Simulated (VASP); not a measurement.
The system is Ag.

```
CELL_PARAMETERS angstrom
-1.43726 1.43726 2.18658
1.43726 -1.43726 2.18658
1.43726 1.43726 -2.18658
ATOMIC_POSITIONS crystal
Ag 0.00000 0.00000 0.00000
```

- Program: VASP 6.6.1
- Task: relaxation of cell and atoms
- Functional: PBEsol
- Potentials or basis: VASP PAW PBE potentials, release 64 (Ag)
- Cutoff: 500 eV
- k mesh: 8 × 8 × 8
- Occupations: gaussian, width 0.1 eV
- Spin: no spin polarisation

At the start: pressure -7.2 GPa; volume 18.07 Å³/atom.

Where does the relaxation end?

Over 5 steps the energy falls by 33.4 meV/atom and the volume is 16.70 Å³/atom (-7.6 %); space group I4/mmm (No. 139, to 0.05 Å).

Step by step:
| step | energy change (eV) | largest force (eV/Å) | pressure (GPa) | volume (Å³) |
| --- | --- | --- | --- | --- |
| 1 | 0.0000 | 0.0000 | -7.25 | 18.07 |
| 2 | -0.0212 | 0.0000 | 5.74 | 16.01 |
| 3 | -0.0333 | 0.0000 | -0.02 | 16.72 |
| 4 | -0.0333 | 0.0000 | 0.16 | 16.70 |
| 5 | -0.0334 | 0.0000 | 0.17 | 16.70 |

Final structure:
```
CELL_PARAMETERS angstrom
-1.40202 1.40202 2.12348
1.40202 -1.40202 2.12348
1.40202 1.40202 -2.12348
ATOMIC_POSITIONS crystal
Ag 0.00000 0.00000 0.00000
```

Caveat: the k points lie up to 0.40 Å⁻¹ apart in the final cell; the PAW data sets were made with another functional, which shifts forces and pressure a little.
